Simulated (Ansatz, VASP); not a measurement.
## TiC in VASP and in Ansatz

```
CELL_PARAMETERS angstrom
0.00000 2.09633 2.30596
2.09633 0.00000 2.30596
2.09633 2.09633 0.00000
ATOMIC_POSITIONS crystal
Ti 0.00000 0.00000 0.00000
C 0.50000 0.50000 0.50000
```

Alike in both runs: task single point; functional PBE; k mesh 20 × 20 × 20; occupations gaussian, width 0.15 eV; no spin polarisation.

|  | VASP | Ansatz |
| --- | --- | --- |
| version | VASP 6.6.1 | Ansatz 0.2.0 |
| potentials or method | VASP PAW PBE potentials, release 64 (Ti_sv, C), cutoff 520 eV | scalar-relativistic, plane waves, PAW |
| valence electrons in the cell | 16 | 16 |

```tsv
	VASP	Ansatz	Ansatz less VASP
gap on the k mesh at the Fermi level (eV)	none	none	-
pressure (GPa)	5.3	5.1	-0.17
traceless stress, the component that is largest in VASP (GPa)	-22.58	-22.38	+0.191
```

A gap of «none» marks a metal or a gap that the smearing closes. With one functional, cell and mesh, what is left measures potentials, basis and numerics.
